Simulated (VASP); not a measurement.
HgTe, 4 atoms in the cell. Symmetry: P4/nmm, No. 129, tetragonal system. The conventional cell has a = 4.197 Å, b = 4.197 Å, c = 6.286 Å, α = 90.00°, β = 90.00°, γ = 90.00°. Within 3.4 Å of Hg (site symmetry -4m2) lie 4 Te at 2.54 Å and 4 Hg at 2.97 Å. Within 3.4 Å of Te (site symmetry 4mm) lie 4 Hg at 2.54 Å. 

```yaml
Program: VASP 6.6.1
Task: relaxation of cell and atoms
Functional: PBE
Dispersion: D3(BJ)
Potentials_or_basis: VASP PAW PBE potentials, release 64 (Hg, Te)
Cutoff: 600 eV
k_mesh: 4 × 4 × 4
Occupations: gaussian, width 0.1 eV
Spin: no spin polarisation
Dipole_correction: no
Further_INCAR_settings: ALGO = Normal; EDIFF = 1e-06; IBRION = 2; EDIFFG = -0.04; NSW = 90; ISIF = 3
```

Potentials or basis: VASP PAW PBE potentials, release 64 (Hg, Te).

The run is started by

```sh
$ cat potpaw_PBE.64/Hg/POTCAR potpaw_PBE.64/Te/POTCAR > POTCAR
$ mpirun -np 1 vasp_std > vasp.out
```

Hardware: 1 thread of Intel(R) Xeon(R) Platinum 8488C (Sapphire Rapids) (shared host).

Problem. Estimate the wall time of this run.

Solution. It took 14 min on 1 thread of Intel(R) Xeon(R) Platinum 8488C (Sapphire Rapids) (shared host), peak memory 0.28 GiB. Counts: scf iterations 285, k points 18, ion steps 32.
